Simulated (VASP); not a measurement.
# GaW2 (I4/mmm) in VASP: notebook

GaW2 is run at these levels: PBE; tasks: single point, relaxation of cell and atoms.

Program: VASP 6.6.1. These are calculated values, not measurements. Logs are shortened: lines on timing, memory, paths and dates and some standing lists are left out, and cuts for length are marked.

### 1 The cell of the first run

It takes space group I4/mmm (No. 139, tetragonal). The conventional cell has a = 3.297 Å, b = 3.297 Å, c = 8.693 Å, α = 90.00°, β = 90.00°, γ = 90.00°. Ga (site symmetry 4/mmm) has 10 W at 2.77 to 2.85 Å and 4 Ga at 3.30 Å within 3.7 Å. W (site symmetry 4mm) has 9 W at 2.69 to 3.30 Å and 5 Ga at 2.77 to 2.85 Å within 3.6 Å.

### 2 Single point, PBE

File INCAR:

```
  ALGO = Fast
  EDIFF = 1E-7
  ENCUT = 520
  GGA = PE
  ISIF = 2
  ISMEAR = 0
  LASPH = T
  LCHARG = F
  LREAL = F
  LWAVE = F
  NBANDS = 28
  NELM = 60
  PREC = Accurate
  SIGMA = 0.1
```

File KPOINTS:

```
k-points
0
Gamma
  8 8 8
```

File POSCAR:

```
GaW2
1.0
   -1.6485873944      1.6485873944      4.3464710073
    1.6485873944     -1.6485873944      4.3464710073
    1.6485873944      1.6485873944     -4.3464710073
Ga W
1 2
Direct
    0.0000000000      0.0000000000      0.0000000000
    0.6724589138      0.6724589138      0.0000000000
    0.3275410862      0.3275410862      0.0000000000
```

Potentials or basis: VASP PAW PBE potentials, release 64 (Ga_d, W_sv).

Run with:

```
> cat potpaw_PBE.64/Ga_d/POTCAR potpaw_PBE.64/W_sv/POTCAR > POTCAR
> mpirun -np 1 vasp_std > vasp.out
```

OUTCAR:

```text
EDIFF = 1E-7
   ENCUT = 520
   GGA = PE
   ISIF = 2
   ISMEAR = 0
   LASPH = T
   LREAL = F
   NELM = 60
   PREC = Accurate

 ion  position               nearest neighbor table
   1  0.000  0.000  0.000-   2 2.77   2 2.77   2 2.77   3 2.77   3 2.77   3 2.77   2 2.77   3 2.77
                             2 2.85   3 2.85
   2  0.672  0.672  0.000-   3 2.69   3 2.69   3 2.69   3 2.69   1 2.77   1 2.77   1 2.77   1 2.77
                             1 2.85   3 3.00
   3  0.328  0.328  0.000-   2 2.69   2 2.69   2 2.69   2 2.69   1 2.77   1 2.77   1 2.77   1 2.77
                             1 2.85   2 3.00

  LATTYP: Found a body centered tetragonal cell.
 ALAT       =     3.2971747888
 C/A-ratio  =     2.6364820100

  Lattice vectors:

 A1 = (  -1.6485873944,   1.6485873944,   4.3464710073)
 A2 = (   1.6485873944,  -1.6485873944,   4.3464710073)
 A3 = (   1.6485873944,   1.6485873944,  -4.3464710073)

Analysis of symmetry for initial positions (statically):
=====================================================================
 Subroutine PRICEL returns:
 Original cell was already a primitive cell.

 Routine SETGRP: Setting up the symmetry group for a
 body centered tetragonal supercell.

 Subroutine GETGRP returns: Found 16 space group operations
 (whereof 16 operations were pure point group operations)
 out of a pool of 16 trial point group operations.

The static configuration has the point symmetry D_4h.

Analysis of symmetry for dynamics (positions and initial velocities):
=====================================================================
 Subroutine PRICEL returns:
 Original cell was already a primitive cell.

 Routine SETGRP: Setting up the symmetry group for a
 body centered tetragonal supercell.

 Subroutine GETGRP returns: Found 16 space group operations
 (whereof 16 operations were pure point group operations)
 out of a pool of 16 trial point group operations.

The dynamic configuration has the point symmetry D_4h.

 Subroutine INISYM returns: Found 16 space group operations
 (whereof 16 operations are pure point group operations),
 and found     1 'primitive' translations

----------------------------------------------------------------------------------------

                                     Primitive cell

  volume of cell :      47.2521

  direct lattice vectors                    reciprocal lattice vectors
    -1.648587394  1.648587394  4.346471007     0.000000000  0.303289957  0.115035853
     1.648587394 -1.648587394  4.346471007     0.303289957  0.000000000  0.115035853
     1.648587394  1.648587394 -4.346471007     0.303289957  0.303289957  0.000000000

  length of vectors
     4.932290645  4.932290645  4.932290645     0.324373312  0.324373312  0.428916771

  position of ions in fractional coordinates (direct lattice)
     0.000000000  0.000000000  0.000000000
     0.672458914  0.672458914  0.000000000
     0.327541086  0.327541086  0.000000000

  ion indices of the primitive-cell ions
   primitive index   ion index
                 1           1
                 2           2
                 3           3

----------------------------------------------------------------------------------------

 KPOINTS: k-points

Automatic generation of k-mesh.
 Grid dimensions read from file:
 generate k-points for:    8    8    8

 Generating k-lattice:

  Cartesian coordinates                     Fractional coordinates (reciprocal lattice)
     0.000000000  0.037911245  0.014379482     0.125000000  0.000000000  0.000000000
     0.037911245  0.000000000  0.014379482     0.000000000  0.125000000  0.000000000
     0.037911245  0.037911245  0.000000000     0.000000000  0.000000000  0.125000000

  Length of vectors
     0.040546664  0.040546664  0.053614596

  Shift w.r.t. Gamma in fractional coordinates (k-lattice)
     0.000000000  0.000000000  0.000000000

 Subroutine IBZKPT returns following result:
 ===========================================

 Found     59 irreducible k-points:

 Following reciprocal coordinates:
            Coordinates               Weight
  0.000000  0.000000  0.000000      1.000000
  0.125000 -0.000000  0.000000      8.000000
  0.250000 -0.000000  0.000000      8.000000
  0.375000 -0.000000  0.000000      8.000000
  0.500000 -0.000000  0.000000      4.000000
  0.125000  0.125000  0.000000      8.000000
[... 16 lines left out ...]
  0.250000  0.125000  0.125000     16.000000
  0.375000  0.125000  0.125000      8.000000
 [... further k-points ...]
   k-points           NKPTS =     59   k-points in BZ     NKDIM =     59   number of bands    NBANDS=     28
   number of dos      NEDOS =    301   number of ions     NIONS =      3
   total plane-waves  NPLWV =  64000
   dimension x,y,z NGX =    40 NGY =   40 NGZ =   40
   dimension x,y,z NGXF=    80 NGYF=   80 NGZF=   80
   ions per type =               1   2
   NGX,Y,Z   is equivalent  to a cutoff of  13.48, 13.48, 13.48 a.u.
   NGXF,Y,Z  is equivalent  to a cutoff of  26.96, 26.96, 26.96 a.u.
 SYSTEM =  unknown system
   PREC   = accura    normal or accurate (medium, high low for compatibility)
   ISTART =      0    job   : 0-new  1-cont  2-samecut
   ICHARG =      2    charge: 1-file 2-atom 10-const
   ISPIN  =      1    spin polarized calculation?
   LNONCOLLINEAR =      F non collinear calculations
   LSORBIT =      F    spin-orbit coupling
   LASPH  =      T    aspherical Exc in radial PAW
   ENCUT  =  520.0 eV  38.22 Ry    6.18 a.u.   9.17  9.17  9.17*2*pi/ulx,y,z
   NELM   =     60;   NELMIN=  2; NELMDL= -5     # of ELM steps
   EDIFF  = 0.1E-06   stopping-criterion for ELM
   LREAL  =      F    real-space projection
   EDIFFG = 0.1E-05   stopping-criterion for IOM
   NSW    =      0    number of steps for IOM
   IBRION =     -1    ionic relax: 0-MD 1-quasi-New 2-CG
   NFREE  =      0    steps in history (QN), initial steepest desc. (CG)
   ISIF   =      2    stress and relaxation
   ISYM   =      2    0-nonsym 1-usesym 2-fastsym
   POTIM  = 0.5000    time-step for ionic-motion
   TEBEG  =    0.0;   TEEND  =   0.0 temperature during run
   PSTRESS=    0.0 pullay stress
   NELECT =      41.0000    total number of electrons
   NUPDOWN=      -1.0000    fix difference up-down
   EMIN   =  10.00;   EMAX   =-10.00  energy-range for DOS
   EFERMI =   0.00;   METHOD = LEGACY
   ISMEAR =     0;   SIGMA  =   0.10  broadening in eV -4-tet -1-fermi 0-gaus
   EFERMI_NEDOS =   21; number of points for ismear=-14 and -15
   IALGO  =     68    algorithm
   IMIX   =      4    mixing-type and parameters
     AMIX     =   0.40;   BMIX     =  1.00
     AMIX_MAG =   1.60;   BMIX_MAG =  1.00
  volume/ion in A,a.u.               =      15.75       106.29
  Fermi-wavevector in a.u.,A,eV,Ry     =   1.561454  2.950720 33.172891  2.438139
  Thomas-Fermi vector in A             =   2.664517
   LORBIT       =      0    0 simple, 1 ext, 2 COOP (PROOUT), +10 PAW based schemes
   GGA     = PE    functional components
   LHFCALC =     F    Hartree Fock is set to
   AEXX    =    0.0000 exact exchange contribution
   IVDW    =     0    specifies the selected vdW correction
   LEPSILON=     F    determine dielectric tensor
   LRPA    =     F    only Hartree local field effects (RPA)
 non-spin polarized calculation
 RMM-DIIS sequential band-by-band and
 Gauss-broadening in eV      SIGMA  =   0.10
  energy-cutoff  :      520.00
  volume of cell :       47.25
 maximum number of plane-waves:      1296
 NGX is ok and might be reduce to    40
   NGX = 19   NGY = 19   NGZ = 19

 number of electron      40.9999999 magnetization

 Free energy of the ion-electron system (eV)
  ---------------------------------------------------
  ext. energy  EPLUGINS =         0.00000000
  ---------------------------------------------------
  free energy    TOTEN  =       -28.34960066 eV

  energy without entropy =      -28.33600220  energy(sigma->0) =      -28.34280143

 E-fermi :  10.0624     XC(G=0): -13.1139

 val. band max:       10.0171070564   @ k =   0.0000   0.0000   0.0000
 cond. band min:      10.0671040535   @ k =   0.1250  -0.0000   0.0000
 fundamental gap:      0.0499969971
 Fermi energy:        10.0623696716

 k-point     1 :       0.0000    0.0000    0.0000
  band No.  band energies     occupation
      1     -63.9611      2.00000
      2     -63.8067      2.00000
      3     -28.3941      2.00000
      4     -28.3941      2.00000
      5     -28.3294      2.00000
      6     -27.8042      2.00000
[... 20 lines left out ...]
     27      18.8903      0.00000
     28      19.3383      0.00000

 k-point     2 :       0.1250   -0.0000    0.0000
  band No.  band energies     occupation
      1     -63.9546      2.00000
      2     -63.8118      2.00000
      3     -28.4226      2.00000
      4     -28.3702      2.00000
      5     -28.3436      2.00000
      6     -27.8172      2.00000
[... 20 lines left out ...]
     27      16.9870      0.00000
     28      18.5701      0.00000

 k-point     3 :       0.2500   -0.0000    0.0000
  band No.  band energies     occupation
      1     -63.9363      2.00000
      2     -63.8268      2.00000
      3     -28.4830      2.00000
      4     -28.3867      2.00000
      5     -28.3025      2.00000
      6     -27.8788      2.00000
[... 20 lines left out ...]
     27      16.3579      0.00000
     28      17.3843      0.00000

 k-point     4 :       0.3750   -0.0000    0.0000
  band No.  band energies     occupation
      1     -63.9097      2.00000
      2     -63.8500      2.00000
      3     -28.5274      2.00000
      4     -28.4495      2.00000
      5     -28.2026      2.00000
      6     -27.9726      2.00000
[... 578 lines left out ...]
     27      16.4778      0.00000
     28      18.3687      0.00000

 k-point    23 :       0.2500    0.1250    0.1250
  band No.  band energies     occupation
      1     -63.8992      2.00000
      2     -63.8556      2.00000
      3     -28.5649      2.00000
      4     -28.5258      2.00000
      5     -28.2036      2.00000
      6     -28.0161      2.00000
[... 20 lines left out ...]
     27      15.2359      0.00000
     28      18.3932      0.00000

 k-point    24 :       0.3750    0.1250    0.1250
  band No.  band energies     occupation
      1     -63.8813      2.00000
      2     -63.8721      2.00000
      3     -28.5763      2.00000
      4     -28.5614      2.00000
      5     -28.1558      2.00000
      6     -28.0471      2.00000
[... 20 lines left out ...]
     27      14.4786      0.00000
     28      18.6765      0.00000

 [... further k-points ...]

------------------------ aborting loop because EDIFF is reached ----------------------------------------

  FORCE on cell =-STRESS in cart. coord.  units (eV):
  Direction    XX          YY          ZZ          XY          YZ          ZX
  --------------------------------------------------------------------------------------
  -------------------------------------------------------------------------------------
  Total        0.1429677      0.1429677      0.1562448      0.0000000      0.0000000      0.0000000
  in kB        4.8476128      4.8476128      5.2977971      0.0000000      0.0000000      0.0000000
  external PRESSURE =       4.9976742 kB  Pullay stress =       0.0000000 kB

 VOLUME and BASIS-vectors are now :
 -----------------------------------------------------------------------------
  energy-cutoff  :      520.00
  volume of cell :       47.25
      direct lattice vectors                 reciprocal lattice vectors
    -1.648587394  1.648587394  4.346471007     0.000000000  0.303289957  0.115035853
     1.648587394 -1.648587394  4.346471007     0.303289957  0.000000000  0.115035853
     1.648587394  1.648587394 -4.346471007     0.303289957  0.303289957  0.000000000

 POSITION                                       TOTAL-FORCE (eV/Angst)
 -----------------------------------------------------------------------------------
      0.00000      0.00000      0.00000        -0.000000     -0.000000      0.000000
      0.00000      0.00000      5.84565         0.000000      0.000000     -0.001774
      0.00000      0.00000      2.84730        -0.000000     -0.000000      0.001774
 -----------------------------------------------------------------------------------
    total drift:                               -0.000000     -0.000000      0.000000

  FREE ENERGIE OF THE ION-ELECTRON SYSTEM (eV)
  ---------------------------------------------------
  free  energy   TOTEN  =       -28.3496006589 eV

  energy  without entropy=      -28.3360021979  energy(sigma->0) =      -28.34280143
```

Wall time 79 s (1 thread of Intel Xeon 6975P-C (Granite Rapids), shared host); peak memory 0.29 GiB.

Results:

```yaml
Free_energy: -28.3496 eV
Pressure: 0.5 GPa
Band_gap_on_the_k_mesh: zero (an odd number of electrons rules out a gap without spin polarisation)
```

Levels at points of the mesh, in eV from the Fermi level:
```
           k point  band 17  band 18  band 19  band 20  band 21  band 22  band 23  band 24
(0.00, 0.00, 0.00)    -2.45    -1.01    -0.90    -0.90    -0.28    -0.05    -0.05     2.90
(0.50, 0.00, 0.00)    -3.46    -2.53    -2.26    -1.04     0.90     1.25     2.53     2.53
(0.50, 0.50, 0.00)    -3.95    -2.01    -1.41    -1.08     0.46     1.56     2.30     2.61
(0.50, 0.50, 0.50)    -3.36    -1.29    -1.29    -0.93     0.62     1.92     1.92     2.97
```

Caveat: spin-orbit coupling is left out, which moves the levels of the heavy elements.

### 3 Single point, PBE

This run uses another cell than the first one, of 15.95 Å³/atom.

File INCAR:

```
PREC = Accurate ; ENCUT = 520
EDIFF = 1E-6 ; ISMEAR = 0
SIGMA = 0.1 ; LREAL = F
LASPH = T ; NELM = 80
ALGO = Fast ; ISIF = 2
LWAVE = F ; LCHARG = F
GGA = PE ; NBANDS = 28
```

File KPOINTS:

```
Automatic mesh
0
Gamma
  8 8 8
```

File POSCAR:

```
GaW2
1.0
   -1.6956902769      1.6956902769      4.1597402104
    1.6956902769     -1.6956902769      4.1597402104
    1.6956902769      1.6956902769     -4.1597402104
Ga W
1 2
Direct
    0.0000000000      0.0000000000      0.0000000000
    0.6650000000      0.6650000000      0.0000000000
    0.3350000000      0.3350000000      0.0000000000
```

Potentials or basis: VASP PAW PBE potentials, release 64 (Ga_d, W_sv).

Run with:

```
> cat potpaw_PBE.64/Ga_d/POTCAR potpaw_PBE.64/W_sv/POTCAR > POTCAR
> mpirun -np 1 vasp_std > vasp.out
```

It took 49 s on 1 thread of Intel Xeon 6975P-C (Granite Rapids), shared host; peak memory 0.25 GiB.

The run converged. Its results:

```yaml
Free_energy: -28.1937 eV
Pressure: -2.4 GPa
Largest_force: 0.903 eV/Å
Band_gap_on_the_k_mesh: zero (an odd number of electrons rules out a gap without spin polarisation)
```

Forces on the atoms (eV/Å):
```
Ga   0.000  0.000  0.000
W    0.000  0.000  0.903
W    0.000  0.000 -0.903
```

Stress tensor (GPa, compression positive):
```
-6.58  0.00  0.00
 0.00 -6.58  0.00
 0.00  0.00  5.99
```

Levels at points of the mesh, in eV from the Fermi level:
```
           k point  band 19  band 20  band 21  band 22  band 23  band 24
(0.00, 0.00, 0.00)    -1.51    -1.12    -0.72     0.02     0.02     2.16
(0.50, 0.00, 0.00)    -2.31    -0.79     0.60     1.14     1.77     2.25
(0.50, 0.50, 0.00)    -1.83    -1.38     1.04     1.50     2.07     2.14
(0.50, 0.50, 0.50)    -1.72    -0.92     0.54     2.14     2.14     2.58
```

Caveat: the stress differs along the axes, from -7 to 6 GPa; spin-orbit coupling is left out, which moves the levels of the heavy elements.

(Continued in part 2 of 2.)

The gap in the log of VASP goes by the Fermi energy; the results here count the filled bands.